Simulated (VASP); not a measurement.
A run of VASP 6.6.1 is set up as follows.

INCAR

```
PREC = Accurate
ENCUT = 520
EDIFF = 1E-7
ISMEAR = 0
SIGMA = 0.1
LREAL = F
LASPH = T
NELM = 150
ALGO = Normal
ISIF = 2
LWAVE = F
LCHARG = F
ISPIN = 2
MAGMOM = 0.98 0.37 0.31
LORBIT = 11
LMAXMIX = 4
LDIPOL = T
IDIPOL = 3
DIPOL = 0.5 0.5 0.287
GGA = PE
NBANDS = 23
```

File KPOINTS:

```
regular mesh
0
Gamma
  12 12 1
```

POSCAR

```
PdBrCl
1.0
    3.5926378836      0.0000000000      0.0000000000
   -1.7963189418      3.1113156738      0.0000000000
    0.0000000000      0.0000000000     29.5065994400
Pd Br Cl
1 1 1
Direct
    0.3333333333      0.6666666667      0.2855143516
    0.0000000000      0.0000000000      0.3420897974
    0.0000000000      0.0000000000      0.2329491002
```

Potentials or basis: VASP PAW PBE potentials, release 64 (Pd, Br, Cl).

Command:

```sh
$ cat potpaw_PBE.64/Pd/POTCAR potpaw_PBE.64/Br/POTCAR potpaw_PBE.64/Cl/POTCAR > POTCAR
$ mpirun -np 1 vasp_std > vasp.out
```

Q: What does it give for the net moment?

A: 1.93 μB per cell.

Q: Predict the site moments.

A: Pd +1.02; Br +0.39; Cl +0.31 μB.

Forces in eV/Å, atoms in the order of the input:
```
Pd   0.000  0.000 -0.132
Br   0.000  0.000  0.316
Cl   0.000  0.000 -0.184
```
